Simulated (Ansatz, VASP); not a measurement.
# Ga3SbN2: VASP beside Ansatz

File INCAR:

```
SYSTEM = Ga3SbN2
ALGO = Normal
EDIFF = 1E-6
EDIFFG = -0.04
ENCUT = 600
GGA = PE
IBRION = 2
ISIF = 3
ISMEAR = 0
LASPH = .True.
LCHARG = .False.
LREAL = .False.
LWAVE = .False.
NELM = 60
NSW = 90
PREC = Accurate
SIGMA = 0.1
```

The input KPOINTS:

```
k-points
0
Gamma
  6 6 4
  0 0 0
```

Contents of POSCAR:

```
Ga3SbN2
1.0
    4.3786332900      0.0000000000      0.0000000000
   -2.1893166500      3.7920076600      0.0000000000
    0.0000000000      0.0000000000      6.7340754400
Ga Sb N
3 1 2
Direct
    0.5000000000      0.0000000000      0.0000000000
    0.0000000000      0.5000000000      0.0000000000
    0.5000000000      0.5000000000      0.0000000000
    0.0000000000      0.0000000000      0.5000000000
    0.0000000000      0.0000000000      0.2759329900
    0.0000000000      0.0000000000      0.7240670100
```

Input for Ansatz:

```yaml
crystal:
  lattice:
    - [4.37863329, 0.0, 0.0]
    - [-2.18931665, 3.79200766, 0.0]
    - [0.0, 0.0, 6.73407544]
  atoms:
    - { symbol: Ga, position: [0.5, 0.0, 0.0] }
    - { symbol: Ga, position: [0.0, 0.5, 0.0] }
    - { symbol: Ga, position: [0.5, 0.5, 0.0] }
    - { symbol: Sb, position: [0.0, 0.0, 0.5] }
    - { symbol: "N", position: [0.0, 0.0, 0.27593299] }
    - { symbol: "N", position: [0.0, 0.0, 0.72406701] }
basis:
  ecutwfc: 420
kpoints:
  mp_grid: { grid: [6, 6, 4] }
hamiltonian:
  xc: pbe
scf:
  occupations: { method: gaussian, width: 0.1 }
  lower_state_search: "off"
output:
  forces: true
  stress: true
  eigenvalues: true
relax:
  adjacent_minimum: "off"
  f_tol: 0.04
  max_steps: 70
  cell: { stress_tol: 0.4 }
```

Alike in both runs: task relaxation of cell and atoms; functional PBE; k mesh 6 × 6 × 4; occupations gaussian, width 0.1 eV; no spin polarisation.

|  | VASP | Ansatz |
| --- | --- | --- |
| version | VASP 6.6.1 | Ansatz 0.2.0 |
| potentials or method | VASP PAW PBE potentials, release 64 (Ga_d, Sb, N), cutoff 600 eV | scalar-relativistic, plane waves, PAW |
| valence electrons in the cell | 54 | 64 |

|  | VASP | Ansatz | Ansatz less VASP |
| --- | --- | --- | --- |
| gap on the k mesh at the Fermi level, each at its own relaxed structure (eV) | none | none | - |
| relaxed volume (Å³/atom) | 26.07 | 26.44 | +0.368 |
| relaxed cell length with the largest relative difference (Å) | 5.660 | 6.578 | +0.9178 |

A gap of «none» marks a metal or a gap that the smearing closes. One of these differences is far larger than is usual between the two programs; its cause wasn't traced. VASP's potentials hold 54 valence electrons a cell and Ansatz's 64, so a difference there can come from the potentials and not from the codes.

Spin-orbit coupling is off throughout. Noted on VASP's run: the volume moved by over 15 % at a fixed basis, so the end points are rough.
